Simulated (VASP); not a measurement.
Here is a VASP 6.6.1 calculation.

The input INCAR:

```
SYSTEM = Li
ALGO     = Normal         ! electronic algorithm
EDIFF    = 1E-6           ! SCF threshold, eV
ENCUT    = 520            ! plane-wave cutoff, eV
GGA      = PS             ! functional
ISIF     = 2              ! what is computed and relaxed
ISMEAR   = -1             ! smearing method
LASPH    = .TRUE.         ! aspherical terms in the spheres
LCHARG   = .FALSE.        ! write CHGCAR
LREAL    = .FALSE.        ! projectors in reciprocal space
LWAVE    = .FALSE.        ! write WAVECAR
NBANDS   = 12             ! bands
NELM     = 60             ! most SCF steps
PREC     = Accurate       ! precision mode
SIGMA    = 0.05           ! smearing width, eV
```

Contents of KPOINTS:

```
k-points
0
G
  12 12 12
  0 0 0
```

The input POSCAR:

```
Li
1.0
    1.5504989657      0.8951809952      7.5124170000
   -1.5504989657      0.8951809952      7.5124170000
    0.0000000000     -1.7903619905      7.5124170000
Li
3
Direct
    0.0000000000      0.0000000000      0.0000000000
    0.2220000000      0.2220000000      0.2220000000
    0.7780000000      0.7780000000      0.7780000000
```

Potentials or basis: VASP PAW PBE potentials, release 64 (Li_sv).

Command:

```sh
$ cat potpaw_PBE.64/Li_sv/POTCAR > POTCAR
$ mpirun -np 1 vasp_std > vasp.out
```

Question: What does it give for the largest force?

Answer: 0.009 eV/Å.

Question: What does it give for the band gap on the k mesh?

Answer: Zero (an odd number of electrons rules out a gap without spin polarisation).

Forces in eV/Å, atoms in the order of the input:
```
Li   0.000  0.000  0.000
Li   0.000  0.000  0.009
Li   0.000  0.000 -0.009
```

Caveat: the cell differs from its parent crystal (zz strain of -1 %); the PAW data sets were made with another functional, which shifts forces and pressure a little.
